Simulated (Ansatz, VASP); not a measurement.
**One calculation of CsBe, two programs**

```
Cs Be
1.0
     3.48576    0.00000    0.00000
     0.00000    3.48576    0.00000
     0.00000    0.00000    4.56883
Cs Be
1 1
Direct
  0.50000 0.50000 0.50000
  0.00000 0.00000 0.00000
```

Alike in both runs: task single point; functional PBE; k mesh 6 × 6 × 4; occupations gaussian, width 0.1 eV; no spin polarisation.

```csv
,VASP,Ansatz
version,VASP 6.6.1,Ansatz 0.2.0
potentials or method,"VASP PAW PBE potentials, release 64 (Cs_sv, Be), cutoff 520 eV","scalar-relativistic, plane waves, PAW"
valence electrons in the cell,11,11
```

```csv
,VASP,Ansatz,Ansatz less VASP
gap on the k mesh at the Fermi level (eV),none,none,-
pressure (GPa),5.5,5.4,-0.16
```

A gap of «none» marks a metal or a gap that the smearing closes. The functional is the same, so the differences come from potentials, cutoffs and numerics.

Spin-orbit coupling is off throughout.
